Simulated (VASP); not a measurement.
Write the native input for VASP 6.6.1 that does the following.

```
Task                   : electric field gradients
Functional             : PBEsol
Potentials or basis    : VASP PAW PBE potentials, release 64 (Hg_sv_GW)
Cutoff                 : 410 eV
k mesh                 : 8 × 8 × 9
Occupations            : fermi-dirac, width 0.05 eV
Spin                   : no spin polarisation
Dipole correction      : no
Further INCAR settings : ALGO = Normal; EDIFF = 1e-08; NBANDS = 37
```

The structure of Hg lies in POSCAR:

```
Hg
1.0
    4.5550851948      0.0000000000      0.0000000000
   -2.2775425974      3.9448194950      0.0000000000
    0.0000000000      0.0000000000      3.8828572373
Hg
3
Direct
    0.3333333333      0.6666666667      0.5000000000
    0.0000000000      0.0000000000      0.0000000000
    0.6666666667      0.3333333333      0.5000000000
```

One way to write it, as run:

INCAR

```
SYSTEM = Hg
ALGO = Normal ; EDIFF = 1E-8
ENCUT = 410 ; GGA = PS
GGA_COMPAT = .FALSE. ; ISIF = 2
ISMEAR = -1 ; LASPH = .TRUE.
LCHARG = .FALSE. ; LEFG = .TRUE.
LREAL = .FALSE. ; LWAVE = .FALSE.
NBANDS = 37 ; NELM = 120
PREC = Accurate ; SIGMA = 0.05
```

KPOINTS

```
k-points
0
G
  8 8 9
  0 0 0
```

Potentials or basis: VASP PAW PBE potentials, release 64 (Hg_sv_GW).

The run is started by

```sh
$ cat potpaw_PBE.64/Hg_sv_GW/POTCAR > POTCAR
$ mpirun -np 1 vasp_std > vasp.out
```

Results of the run:

```
Pressure                                : 4.2 GPa
Band gap on the k mesh                  : zero (bands 30 and 31 overlap by 4.97 eV)
Largest electric field gradient by atom : Hg +282.5, +35.1 (each value once) V/Å²
```

Caveat: the stress differs along the axes, from -4 to 8 GPa; without QUAD_EFG the Cq values of the log hold for a quadrupole moment of 1 mb, not for the nuclei; the PAW data sets were made with another functional, which shifts forces and pressure a little; spin-orbit coupling is left out, which moves the levels of the heavy elements.

Wall time 100 s on 1 thread of Intel(R) Xeon(R) Platinum 8259CL CPU @ 2.50GHz (Skylake/Cascade Lake), on a shared host, peak memory 0.22 GiB.
